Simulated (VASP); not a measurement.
Wanted: the native input for a VASP 6.6.1 run.

| Property | Result |
| --- | --- |
| Task | single point |
| Functional | PBE |
| Potentials or basis | VASP PAW PBE potentials, release 64 (Si, C) |
| Cutoff | 520 eV |
| k mesh | 12 × 12 × 12 |
| Occupations | gaussian, width 0.05 eV |
| Spin | no spin polarisation |
| Dipole correction | no |
| Further INCAR settings | ALGO = Normal; EDIFF = 1e-06; NBANDS = 11 |

The structure of SiC lies in POSCAR:

```
SiC
1.0
    0.0000000000      2.2066100000      2.2066100000
    2.2066100000      0.0000000000      2.2066100000
    2.2066100000      2.2066100000      0.0000000000
Si C
1 1
Direct
    0.0000000000      0.0000000000      0.0000000000
    0.7500000000      0.7500000000      0.7500000000
```

This cell differs from its parent crystal: strain +0.015 along x and y, +0.015 along z.

One way to write it, as run:

INCAR

```
ALGO = Normal ; EDIFF = 1E-6
ENCUT = 520 ; GGA = PE
ISIF = 2 ; ISMEAR = 0
LASPH = T ; LCHARG = F
LREAL = F ; LWAVE = F
NBANDS = 11 ; NELM = 100
PREC = Accurate ; SIGMA = 0.05
```

KPOINTS

```
k-points
0
Gamma
  12 12 12
```

Potentials or basis: VASP PAW PBE potentials, release 64 (Si, C).

Command:

```bash
$ cat potpaw_PBE.64/Si/POTCAR potpaw_PBE.64/C/POTCAR > POTCAR
$ mpirun -np 1 vasp_std > vasp.out
```

Results of the run:

* Pressure: -4.7 GPa
* Band gap on the k mesh: 1.39 eV, indirect (least direct gap 4.50 eV)

Caveat: the cell differs from its parent crystal (strain +0.015 along x and y, +0.015 along z).

It took 7.8 s on 1 thread of AMD EPYC 9R45 96-Core Processor (Zen 5) (shared host), peak memory 0.11 GiB.
